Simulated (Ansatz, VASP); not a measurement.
## InP in VASP and in Ansatz

```
CELL_PARAMETERS angstrom
0.00000 2.80889 2.80889
2.80889 0.00000 2.80889
2.80889 2.80889 0.00000
ATOMIC_POSITIONS crystal
In 0.00000 0.00000 0.00000
P 0.50000 0.50000 0.50000
```

Alike in both runs: task single point; functional PBEsol; k mesh 10 × 10 × 10; occupations gaussian, width 0.05 eV; no spin polarisation.

```csv
,VASP,Ansatz
version,VASP 6.6.1,Ansatz 0.2.0
potentials or method,"VASP PAW PBE potentials, release 64 (In_d, P), cutoff 520 eV","scalar-relativistic, plane waves, PAW"
valence electrons in the cell,18,18
```

|  | VASP | Ansatz | Ansatz less VASP |
| --- | --- | --- | --- |
| gap on the k mesh at the Fermi level (eV) | none | none | - |
| pressure (GPa) | -5.9 | -5.9 | -0.02 |

VASP's potentials were made for PBE, not for PBEsol. A gap of «none» marks a metal or a gap that the smearing closes. With one functional, cell and mesh, what is left measures potentials, basis and numerics.
